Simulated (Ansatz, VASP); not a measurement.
# Two plane-wave programs on ZrNbSe3

```
CELL_PARAMETERS angstrom
5.70176 0.00000 0.00000
-2.85088 4.93787 0.00000
0.00000 0.00000 5.66673
ATOMIC_POSITIONS crystal
Zr 0.00000 0.00000 0.00000
Nb 0.00000 0.00000 0.50000
Se 0.50000 0.00000 0.00000
Se 0.00000 0.50000 0.00000
Se 0.50000 0.50000 0.00000
```

Alike in both runs: functional PBE; k mesh 3 × 3 × 2; occupations gaussian, width 0.1 eV; collinear spin.

Ansatz relaxed the structure, and its values are those at the end. VASP's run is a single point on that final structure, the one shown.

|  | VASP | Ansatz |
| --- | --- | --- |
| version | VASP 6.6.1 | Ansatz 0.2.0 |
| potentials or method | VASP PAW PBE potentials, release 64 (Zr_sv, Nb_sv, Se), cutoff 520 eV | scalar-relativistic, plane waves, PAW |
| valence electrons in the cell | 43 | 73 |

```csv
,VASP,Ansatz,Ansatz less VASP
gap on the k mesh at the Fermi level (eV),none,none,-
pressure (GPa),0.0,0.0,-0.02
net moment per atom (μB),0.85,0.85,0.000
size of the moment on the site where the two differ most (μB),2.47,2.42,-0.053
```

Site moments also hang on the region over which each program counts them. A gap of «none» marks a metal or a gap that the smearing closes. VASP's potentials hold 43 valence electrons a cell and Ansatz's 73, so a difference there can come from the potentials and not from the codes. Ansatz's warnings: no starting moments.

The k mesh is coarse, so the values compare programs but aren't converged.
